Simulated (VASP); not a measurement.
A run of VASP 6.6.1 is set up as follows.

The input INCAR:

```
SYSTEM = Bi2Te3
PREC = Accurate
ENCUT = 520
EDIFF = 1E-7
ISMEAR = 0
SIGMA = 0.1
LREAL = .False.
LASPH = .True.
NELM = 100
ALGO = Normal
ISIF = 2
LWAVE = .False.
LCHARG = .False.
GGA = PS
NBANDS = 32
```

KPOINTS

```
Automatic mesh
0
Gamma
  3 3 3
  0 0 0
```

POSCAR

```
Bi2Te3
1.0
    2.2085012539      1.2750787934      9.9466700000
   -2.2085012539      1.2750787934      9.9466700000
    0.0000000000     -2.5501575869      9.9466700000
Bi Te
2 3
Direct
    0.8120000000      0.8120000000      0.8120000000
    0.4020000000      0.4020000000      0.4020000000
    0.6110000000      0.6110000000      0.6110000000
    0.2000000000      0.2000000000      0.2000000000
    0.0000000000      0.0000000000      0.0000000000
```

Potentials or basis: VASP PAW PBE potentials, release 64 (Bi_d, Te).

The run is started by

```console
$ cat potpaw_PBE.64/Bi_d/POTCAR potpaw_PBE.64/Te/POTCAR > POTCAR
$ mpirun -np 1 vasp_std > vasp.out
```

Question: Estimate the pressure.

Answer: -0.9 GPa.

Question: Estimate the largest force.

Answer: 1.313 eV/Å.

Stress tensor (GPa, compression positive):
```
-0.59  0.00  0.00
 0.00 -0.59  0.00
 0.00  0.00 -1.58
```

Caveat: the k points lie up to 0.55 Å⁻¹ apart; the PAW data sets were made with another functional, which shifts forces and pressure a little.
